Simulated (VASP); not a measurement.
Input of a VASP 6.6.1 run:

Contents of INCAR:

```
ALGO = Normal
EDIFF = 1E-6
EDIFFG = -0.04
ENCUT = 600
GGA = PE
IBRION = 2
ISIF = 3
ISMEAR = 0
LASPH = True
LCHARG = False
LREAL = False
LWAVE = False
NELM = 100
NSW = 90
PREC = Accurate
SIGMA = 0.1
```

The input KPOINTS:

```
k-points
0
Gamma
  6 6 4
```

File POSCAR:

```
AsPt
1.0
    3.3888160700      0.0000000000      0.0000000000
    0.0000000000      3.3888160700      0.0000000000
    0.0000000000      0.0000000000      3.7754602300
As Pt
1 1
Direct
    0.0000000000      0.0000000000      0.0000000000
    0.5000000000      0.5000000000      0.5000000000
```

Potentials or basis: VASP PAW PBE potentials, release 64 (As, Pt).

Command:

```bash
$ cat potpaw_PBE.64/As/POTCAR potpaw_PBE.64/Pt/POTCAR > POTCAR
$ mpirun -np 1 vasp_std > vasp.out
```

**Question.** What does it give for the band gap on the k mesh?

**Answer.** Zero (an odd number of electrons rules out a gap without spin polarisation).

**Question.** What does it give for the relaxed cell?

**Answer.** a = 3.138 Å, b = 3.138 Å, c = 3.395 Å, α = 90.00°, β = 90.00°, γ = 90.00°.

**Question.** Estimate the space group after relaxing (to 0.1 Å).

**Answer.** P4/mmm (No. 123).

Stress tensor (GPa, compression positive):
```
 0.00  0.00  0.00
 0.00  0.00  0.00
 0.00  0.00 -0.11
```

Caveat: the k points lie up to 0.46 Å⁻¹ apart in the final cell, too coarse for converged energies and pressures of a metal; spin-orbit coupling is left out, which moves the levels of the heavy elements; an odd number of electrons without spin polarisation forces a metal; a magnetic or distorted state may lie lower.
